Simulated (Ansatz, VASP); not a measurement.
Two plane-wave programs on Ba

POSCAR

```
Ba
1.0
   -2.5367939014      2.5367939014      2.5367939014
    2.5367939014     -2.5367939014      2.5367939014
    2.5367939014      2.5367939014     -2.5367939014
Ba
1
Direct
    0.0000000000      0.0000000000      0.0000000000
```

Contents of INCAR.step1:

```
  ALGO = Normal
  EDIFF = 1E-4
  ENCUT = 520
  GGA = PE
  ISMEAR = -1
  LASPH = True
  LCHARG = False
  LREAL = False
  LWAVE = True
  NBANDS = 11
  NELM = 60
  PREC = Accurate
  SIGMA = 0.6
```

The input INCAR.step2:

```
  ALGO = Normal
  EDIFF = 1E-7
  ENCUT = 520
  ISIF = 2
  ISMEAR = -1
  ISTART = 1
  LASPH = True
  LCHARG = False
  LMIXTAU = True
  LREAL = False
  LWAVE = False
  METAGGA = R2SCAN
  NBANDS = 11
  NELM = 60
  PREC = Accurate
  SIGMA = 0.6
```

File KPOINTS:

```
k-points
0
Gamma
  9 9 9
```

Input for Ansatz:

```yaml
crystal:
  lattice:
    - [-2.5367939014, 2.5367939014, 2.5367939014]
    - [2.5367939014, -2.5367939014, 2.5367939014]
    - [2.5367939014, 2.5367939014, -2.5367939014]
  atoms:
    - { symbol: Ba, position: [0.0, 0.0, 0.0] }
hamiltonian:
  xc: r2scan
  pseudopotentials:
    kind: paw
    azcp:
      Ba: "pseudopotentials/Ba.paw.azcp"
basis:
  ecutwfc: 500
  fft_grid_basis: typed
kpoints:
  mp_grid: { grid: [9, 9, 9], shift: [0, 0, 0] }
magnetization:
  spin_polarized: false
scf:
  occupations: { method: fermi_dirac, width: 0.6 }
  lower_state_search: "off"
output:
  stress: true
```

Alike in both runs: task single point; functional r2SCAN; k mesh 9 × 9 × 9; occupations fermi-dirac, width 0.6 eV; no spin polarisation.

|  | VASP | Ansatz |
| --- | --- | --- |
| version | VASP 6.6.1 | Ansatz 0.2.0 |
| potentials or method | VASP PAW PBE potentials, release 64 (Ba_sv), cutoff 520 eV | plane waves (500 eV) with PAW, scalar-relativistic |
| valence electrons in the cell | 10 | 10 |

|  | VASP | Ansatz | Ansatz less VASP |
| --- | --- | --- | --- |
| pressure (GPa) | 0.8 | 0.7 | -0.08 |

VASP's potentials were made for PBE, not for r2SCAN.

Spin-orbit coupling is off throughout.
